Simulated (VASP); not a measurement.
Wanted: the native input for a VASP 6.6.1 run.

```yaml
Task: relaxation of cell and atoms
Functional: PBEsol
Potentials_or_basis: VASP PAW PBE potentials, release 64 (Ta_pv, C)
Cutoff: 600 eV
k_mesh: 4 × 4 × 4
Occupations: gaussian, width 0.1 eV
Spin: no spin polarisation
Dipole_correction: no
Further_INCAR_settings: ALGO = Normal; EDIFF = 1e-07; IBRION = 2; EDIFFG = -0.05; NSW = 100; ISIF = 3
```

The structure of Ta4C3 lies in POSCAR:

```
Ta4C3
1.0
    4.4452810000      0.0000000000      0.0000000000
    0.0000000000      4.4452810000      0.0000000000
    0.0000000000      0.0000000000      4.4452810000
Ta C
4 3
Direct
    0.0000000000      0.5000000000      0.5000000000
    0.5000000000      0.0000000000      0.5000000000
    0.5000000000      0.5000000000      0.0000000000
    0.0000000000      0.0000000000      0.0000000000
    0.5000000000      0.0000000000      0.0000000000
    0.0000000000      0.5000000000      0.0000000000
    0.0000000000      0.0000000000      0.5000000000
```

The input as run:

INCAR

```
  PREC = Accurate
  ENCUT = 600
  EDIFF = 1E-7
  ISMEAR = 0
  SIGMA = 0.1
  LREAL = F
  LASPH = T
  NELM = 100
  ALGO = Normal
  ISIF = 3
  LWAVE = F
  LCHARG = F
  GGA = PS
  IBRION = 2
  NSW = 100
  EDIFFG = -0.05
```

KPOINTS

```
Automatic mesh
0
Gamma
  4 4 4
```

Potentials or basis: VASP PAW PBE potentials, release 64 (Ta_pv, C).

The run is started by

```console
$ cat potpaw_PBE.64/Ta_pv/POTCAR potpaw_PBE.64/C/POTCAR > POTCAR
$ mpirun -np 1 vasp_std > vasp.out
```

It gave:

```json
{"Relaxed volume": "12.22 Å³/atom", "Relaxed cell": "a = 4.407 Å, b = 4.407 Å, c = 4.407 Å, α = 90.00°, β = 90.00°, γ = 90.00°", "Space group after relaxing (to 0.05 Å)": "Pm-3m (No. 221)", "Energy gained by relaxing": "8.5 meV/atom", "Ionic steps": "3", "Pressure after relaxing": "-0.2 GPa", "Band gap on the k mesh": "zero (band 28 reaches 7.44 eV, above the bottom of band 29 at 6.67 eV)"}
```

Caveat: the PAW data sets were made with another functional, which shifts forces and pressure a little; spin-orbit coupling is left out, which moves the levels of the heavy elements.

Wall time 2.3 min on 1 thread of AMD EPYC 7R43 64-Core Processor (Zen 3) (shared host), peak memory 0.19 GiB.
